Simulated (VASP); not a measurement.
A run of VASP 6.6.1 is set up as follows.

INCAR

```
PREC = Accurate ; ENCUT = 520
EDIFF = 1E-6 ; ISMEAR = 0
SIGMA = 0.1 ; LREAL = False
LASPH = True ; NELM = 80
ALGO = Normal ; ISIF = 2
LWAVE = False ; LCHARG = True
LDIPOL = True ; IDIPOL = 3
DIPOL = 0.5 0.5 0.322 ; LELF = True
LVHAR = True ; LVACPOTAV = True
NBANDS = 80
```

The input KPOINTS:

```
Automatic mesh
0
Gamma
  6 6 1
```

Contents of POSCAR:

```
Cu12C
1.0
    4.9761055516      0.0000000000      0.0000000000
   -2.4880527758      4.3094338196      0.0000000000
    0.0000000000      0.0000000000     19.5024151607
Cu C
12 1
Direct
    0.3333333333      0.1666666667      0.2051028022
    0.3333333333      0.6666666667      0.2051028022
    0.8333333333      0.1666666667      0.2051028022
    0.8333333333      0.6666666667      0.2051028022
    0.1666666667      0.3333333334      0.3077257135
    0.1666666667      0.8333333334      0.3077257135
    0.6666666667      0.3333333334      0.3077257135
    0.6666666667      0.8333333333      0.3077257135
    0.0000000000      0.0000000000      0.4103294435
    0.0000000000      0.5000000000      0.4103294435
    0.5000000000      0.0000000000      0.4103294435
    0.5000000000      0.5000000000      0.4103294435
    0.1666666667      0.0833333334      0.4874233187
```

Potentials or basis: VASP PAW LDA potentials, release 64 (Cu, C).

The run is started by

```console
$ cat potpaw_LDA.64/Cu/POTCAR potpaw_LDA.64/C/POTCAR > POTCAR
$ mpirun -np 1 vasp_std > vasp.out
```

(1) Estimate the largest force.

(2) What does it give for the band gap on the k mesh?

## Answers

(1) 2.202 eV/Å.

(2) zero (bands 68 and 69 overlap by 0.18 eV).
